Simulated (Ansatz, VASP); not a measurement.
**One calculation of InSb3, two programs**

Contents of INCAR:

```
SYSTEM = InSb3
PREC = Accurate
ENCUT = 520
EDIFF = 1E-6
ISMEAR = 0
SIGMA = 0.1
LREAL = .FALSE.
LASPH = .TRUE.
NELM = 100
ALGO = Normal
ISIF = 2
LWAVE = .FALSE.
LCHARG = .FALSE.
GGA = PE
NBANDS = 38
```

Contents of KPOINTS:

```
regular mesh
0
G
  3 3 4
  0 0 0
```

File POSCAR:

```
InSb3
1.0
    6.8182333571      0.0000000000      0.0000000000
   -3.4091166786      5.9047632962      0.0000000000
    0.0000000000      0.0000000000      5.4726842701
In Sb
2 6
Direct
    0.3333333333      0.6666666667      0.2500000000
    0.6666666667      0.3333333333      0.7500000000
    0.8330000000      0.6660000000      0.2500000000
    0.1670000000      0.8330000000      0.7500000000
    0.3340000000      0.1670000000      0.2500000000
    0.1670000000      0.3340000000      0.7500000000
    0.8330000000      0.1670000000      0.2500000000
    0.6660000000      0.8330000000      0.7500000000
```

Input for Ansatz:

```yaml
crystal:
  lattice:
    - [6.8182333571, 0.0, 0.0]
    - [-3.4091166786, 5.9047632962, 0.0]
    - [0.0, 0.0, 5.4726842701]
  atoms:
    - { symbol: In, position: [0.3333333333, 0.6666666667, 0.25] }
    - { symbol: In, position: [0.6666666667, 0.3333333333, 0.75] }
    - { symbol: Sb, position: [0.833, 0.666, 0.25] }
    - { symbol: Sb, position: [0.167, 0.833, 0.75] }
    - { symbol: Sb, position: [0.334, 0.167, 0.25] }
    - { symbol: Sb, position: [0.167, 0.334, 0.75] }
    - { symbol: Sb, position: [0.833, 0.167, 0.25] }
    - { symbol: Sb, position: [0.666, 0.833, 0.75] }
basis:
  ecutwfc: 420
kpoints:
  mp_grid: { grid: [3, 3, 4] }
hamiltonian:
  xc: pbe
scf:
  occupations: { method: gaussian, width: 0.1 }
  lower_state_search: "off"
output:
  forces: true
  stress: true
  eigenvalues: true
```

Alike in both runs: task single point; functional PBE; k mesh 3 × 3 × 4; occupations gaussian, width 0.1 eV; no spin polarisation.

|  | VASP | Ansatz |
| --- | --- | --- |
| version | VASP 6.6.1 | Ansatz 0.2.0 |
| potentials or method | VASP PAW PBE potentials, release 64 (In_d, Sb), cutoff 520 eV | scalar-relativistic, plane waves, PAW |
| valence electrons in the cell | 56 | 116 |

VASP gave:

```
gap on the k mesh at the Fermi level (eV)                     : none
pressure (GPa)                                                : 0.0
traceless stress, the component that is largest in VASP (GPa) : -2.28
rms of the force components (eV/Å)                            : 0.101
```

Q: Estimate Ansatz's values.

A: gap on the k mesh at the Fermi level (eV): none; pressure (GPa): 0.1; traceless stress, the component that is largest in VASP (GPa): -2.27; rms of the force components (eV/Å): 0.099.

Atom by atom the forces differ by 0.002 eV/Å (rms over components). A gap of «none» marks a metal or a gap that the smearing closes. VASP's potentials hold 56 valence electrons a cell and Ansatz's 116, so a difference there can come from the potentials and not from the codes.

Spin-orbit coupling is off throughout.
